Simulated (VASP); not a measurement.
# MgS (F-43m) in VASP: dielectric tensor with PBEsol-based screened hybrid with 25 % exact exchange

Aim: the dielectric tensor of MgS with PBEsol-based screened hybrid with 25 % exact exchange.

All numbers are computed with VASP 6.6.1; they aren't measurements. Logs are shortened: lines on timing, memory, paths and dates and some standing lists are left out, and cuts for length are marked.

## 1. The cell of the first run

It takes space group F-43m (No. 216, cubic). The conventional cell has a = 5.666 Å, b = 5.666 Å, c = 5.666 Å, α = 90.00°, β = 90.00°, γ = 90.00°. Within 3.2 Å of S (site symmetry -43m) lie 4 Mg at 2.45 Å. Within 3.2 Å of Mg (site symmetry -43m) lie 4 S at 2.45 Å.

## 2. Dielectric tensor, PBEsol-based screened hybrid with 25 % exact exchange

POSCAR

```
MgS
1.0
    0.0000000000      2.8331200450      2.8331200450
    2.8331200450      0.0000000000      2.8331200450
    2.8331200450      2.8331200450      0.0000000000
S Mg
1 1
Direct
    0.7500000000      0.7500000000      0.7500000000
    0.0000000000      0.0000000000      0.0000000000
```

INCAR.step1

```
SYSTEM = MgS
  ALGO = Normal
  EDIFF = 1E-5
  ENCUT = 520
  GGA = PE
  GGA_COMPAT = .False.
  ISIF = 2
  ISMEAR = 0
  LASPH = .True.
  LCHARG = .False.
  LREAL = .False.
  LWAVE = .True.
  NBANDS = 11
  NELM = 120
  PREC = Accurate
  SIGMA = 0.01
```

INCAR.step2

```
SYSTEM = MgS
  AEXX = 0.25
  ALGO = Normal
  EDIFF = 1E-8
  ENCUT = 520
  GGA = PS
  GGA_COMPAT = .False.
  HFSCREEN = 0.207
  ISIF = 2
  ISMEAR = 0
  ISTART = 1
  LASPH = .True.
  LCALCEPS = .True.
  LCHARG = .False.
  LHFCALC = .True.
  LREAL = .False.
  LWAVE = .False.
  NELM = 120
  PREC = Accurate
  PRECFOCK = Normal
  SIGMA = 0.01
```

KPOINTS

```
k-points
0
Gamma
  5 5 5
  0 0 0
```

Potentials or basis: VASP PAW PBE potentials, release 64 (S, Mg).

The run is started by

```sh
> cat potpaw_PBE.64/S/POTCAR potpaw_PBE.64/Mg/POTCAR > POTCAR
> cp INCAR.step1 INCAR
> mpirun -np 1 vasp_std > vasp.out
> cp INCAR.step2 INCAR
> mpirun -np 1 vasp_std > vasp.out
```

OUTCAR:

```text
SYSTEM = MgS
   AEXX = 0.25
   EDIFF = 1E-8
   ENCUT = 520
   GGA = PS
   HFSCREEN = 0.207
   ISIF = 2
   ISMEAR = 0
   ISTART = 1
   LASPH = .True.
   LHFCALC = .True.
   LREAL = .False.
   NELM = 120
   PREC = Accurate
   PRECFOCK = Normal

 ion  position               nearest neighbor table
   1  0.750  0.750  0.750-   2 2.45   2 2.45   2 2.45   2 2.45
   2  0.000  0.000  0.000-   1 2.45   1 2.45   1 2.45   1 2.45

  LATTYP: Found a face centered cubic cell.
 ALAT       =     5.6662400900

  Lattice vectors:

 A1 = (   0.0000000000,   2.8331200450,   2.8331200450)
 A2 = (   2.8331200450,   0.0000000000,   2.8331200450)
 A3 = (   2.8331200450,   2.8331200450,   0.0000000000)

Analysis of symmetry for initial positions (statically):
=====================================================================
 Subroutine PRICEL returns:
 Original cell was already a primitive cell.

 Routine SETGRP: Setting up the symmetry group for a
 face centered cubic supercell.

 Subroutine GETGRP returns: Found 24 space group operations
 (whereof 24 operations were pure point group operations)
 out of a pool of 48 trial point group operations.

The static configuration has the point symmetry T_d .

Analysis of symmetry for dynamics (positions and initial velocities):
=====================================================================
 Subroutine PRICEL returns:
 Original cell was already a primitive cell.

 Routine SETGRP: Setting up the symmetry group for a
 face centered cubic supercell.

 Subroutine GETGRP returns: Found 24 space group operations
 (whereof 24 operations were pure point group operations)
 out of a pool of 48 trial point group operations.

The dynamic configuration has the point symmetry T_d .

 Subroutine INISYM returns: Found 24 space group operations
 (whereof 24 operations are pure point group operations),
 and found     1 'primitive' translations

----------------------------------------------------------------------------------------

                                     Primitive cell

  volume of cell :      45.4805

  direct lattice vectors                    reciprocal lattice vectors
[... 127 lines left out ...]
  ---------------------------------------------------
  free energy    TOTEN  =       -10.16555822 eV

  energy without entropy =      -10.16555822  energy(sigma->0) =      -10.16555822

 E-fermi :   0.3539     XC(G=0):  -7.1491

 val. band max:        0.2736906973   @ k =   0.0000   0.0000   0.0000
 cond. band min:   10000.0000000000   @ k =   0.0000   0.0000   0.0000
 fundamental gap:   9999.7263093027
 Fermi energy:         0.3539317837

 k-point     1 :       0.0000    0.0000    0.0000
  band No.  band energies     occupation
      1     -12.1507      2.00000
      2       0.2730      2.00000
      3       0.2734      2.00000
      4       0.2737      2.00000
      5   10000.0000      0.00000
      6   10000.0000      0.00000
      7   10000.0000      0.00000
      8   10000.0000      0.00000
[... 243 lines left out ...]
 k-point    24 :       0.2000    0.2000    0.6000
  band No.  band energies     occupation
      1     -11.2962      2.00000
      2      -2.7894      2.00000
      3      -1.1150      2.00000
      4      -0.2762      2.00000
      5   10000.0000      0.00000
      6   10000.0000      0.00000
      7   10000.0000      0.00000
      8   10000.0000      0.00000

 [... further k-points ...]

------------------------ aborting loop because EDIFF is reached ----------------------------------------

            Ionic dipole moment: p[ion]=(    -8.49936    -8.49936    -8.49936 ) |e| Angst

 Total electronic dipole moment: p[elc]=(    -0.00561    -0.00561     0.00132 ) |e| Angst

 MACROSCOPIC STATIC DIELECTRIC TENSOR (including local field effects)
 ------------------------------------------------------
           3.758187     0.000000    -0.000000
          -0.000000     3.758187     0.000000
           0.000000     0.000000     3.758187
 ------------------------------------------------------

 PIEZOELECTRIC TENSOR (including local field effects) (e Angst)
          XX          YY          ZZ          XY          YZ          ZX
  --------------------------------------------------------------------------------
  x     0.00000     0.00000     0.00000    -0.00000     1.11561     0.00000
  y     0.00000     0.00000     0.00000     0.00000     0.00000     1.11561
  z     0.00000     0.00000     0.00000     1.11561    -0.00000    -0.00000

 PIEZOELECTRIC TENSOR (including local field effects) (C/m^2)
          XX          YY          ZZ          XY          YZ          ZX
  --------------------------------------------------------------------------------
  x     0.00000     0.00000     0.00000    -0.00000     0.39300     0.00000
  y     0.00000     0.00000     0.00000     0.00000     0.00000     0.39300
  z     0.00000     0.00000     0.00000     0.39300    -0.00000    -0.00000

 BORN EFFECTIVE CHARGES (including local field effects) (in |e|, cummulative output)
 ---------------------------------------------------------------------------------
 ion    1
    1    -1.89914     0.00000     0.00000
    2    -0.00000    -1.89914     0.00000
    3    -0.00000     0.00000    -1.89914
 ion    2
    1     1.89914    -0.00000     0.00000
    2     0.00000     1.89914    -0.00000
    3     0.00000    -0.00000     1.89914

  FORCE on cell =-STRESS in cart. coord.  units (eV):
  Direction    XX          YY          ZZ          XY          YZ          ZX
  --------------------------------------------------------------------------------------
  -------------------------------------------------------------------------------------
  Total       -0.3452542     -0.3452542     -0.3452542     -0.0000000     -0.0000000      0.0000000
  in kB      -12.1625487    -12.1625487    -12.1625487     -0.0000000     -0.0000000      0.0000000
  external PRESSURE =     -12.1625487 kB  Pullay stress =       0.0000000 kB

 VOLUME and BASIS-vectors are now :
 -----------------------------------------------------------------------------
  energy-cutoff  :      520.00
  volume of cell :       45.48
      direct lattice vectors                 reciprocal lattice vectors
     0.000000000  2.833120045  2.833120045    -0.176483874  0.176483874  0.176483874
     2.833120045  0.000000000  2.833120045     0.176483874 -0.176483874  0.176483874
     2.833120045  2.833120045  0.000000000     0.176483874  0.176483874 -0.176483874

 POSITION                                       TOTAL-FORCE (eV/Angst)
 -----------------------------------------------------------------------------------
      4.24968      4.24968      4.24968        -0.000000     -0.000000     -0.000000
      0.00000      0.00000      0.00000         0.000000      0.000000      0.000000
 -----------------------------------------------------------------------------------
    total drift:                                0.000000     -0.000000      0.000000

  FREE ENERGIE OF THE ION-ELECTRON SYSTEM (eV)
  ---------------------------------------------------
  free  energy   TOTEN  =       -10.1655582152 eV

  energy  without entropy=      -10.1655582152  energy(sigma->0) =      -10.16555822
```

OUTCAR.step1:

```text
SYSTEM = MgS
   EDIFF = 1E-5
   ENCUT = 520
   GGA = PE
   ISIF = 2
   ISMEAR = 0
[... 346 lines left out ...]
      4.24968      4.24968      4.24968        -0.000000     -0.000000     -0.000000
      0.00000      0.00000      0.00000         0.000000      0.000000      0.000000
 -----------------------------------------------------------------------------------
    total drift:                               -0.000000     -0.000000     -0.000000

  FREE ENERGIE OF THE ION-ELECTRON SYSTEM (eV)
  ---------------------------------------------------
  free  energy   TOTEN  =        -8.4686657290 eV

  energy  without entropy=       -8.4686657290  energy(sigma->0) =       -8.46866573
```

OSZICAR.step1:

```text
N       E                     dE             d eps       ncg     rms          rms(c)
DAV:   1     0.241933214549E+02    0.24193E+02   -0.34954E+03   220   0.576E+02
DAV:   2    -0.703571462907E+01   -0.31229E+02   -0.29996E+02   266   0.102E+02
DAV:   3    -0.897187571265E+01   -0.19362E+01   -0.19331E+01   268   0.266E+01
DAV:   4    -0.898778591171E+01   -0.15910E-01   -0.15908E-01   255   0.299E+00
DAV:   5    -0.898799688563E+01   -0.21097E-03   -0.21097E-03   284   0.337E-01    0.403E+00
DAV:   6    -0.849658074213E+01    0.49142E+00   -0.12399E+00   241   0.412E+00    0.311E+00
DAV:   7    -0.846158684150E+01    0.34994E-01   -0.26573E-01   265   0.209E+00    0.241E+00
DAV:   8    -0.846919859805E+01   -0.76118E-02   -0.21743E-02   247   0.898E-01    0.126E+00
DAV:   9    -0.846843345586E+01    0.76514E-03   -0.19481E-03   253   0.219E-01    0.418E-01
DAV:  10    -0.846866579685E+01   -0.23234E-03   -0.67498E-04   238   0.122E-01    0.100E-01
DAV:  11    -0.846866572900E+01    0.67849E-07   -0.55033E-05   265   0.294E-02
   1 F= -.84686657E+01 E0= -.84686657E+01  d E =-.121701E-68
```

It took 30 min on 1 thread of Intel Xeon 6975P-C (Granite Rapids), shared host; peak memory 0.36 GiB.

What came out:

| Quantity | Value |
| --- | --- |
| Band gap on the k mesh | 4.36 eV |
| Electronic dielectric tensor (diagonal) | 3.76 |
| Born charges (mean of the diagonal) | S -1.90; Mg +1.90 e |

Electronic dielectric tensor:
```
3.76 0.00 0.00
0.00 3.76 0.00
0.00 0.00 3.76
```

Born effective charge tensors (e):
atom 1, S
```
-1.90  0.00  0.00
 0.00 -1.90  0.00
 0.00  0.00 -1.90
```
atom 2, Mg
```
1.90 0.00 0.00
0.00 1.90 0.00
0.00 0.00 1.90
```

Dipole moments of the cell (e·Å, modulo the quantum): ionic -8.499, -8.499, -8.499; electronic -0.006, -0.006, 0.001

Caveat: the PAW data sets were made with another functional, which shifts forces and pressure a little.
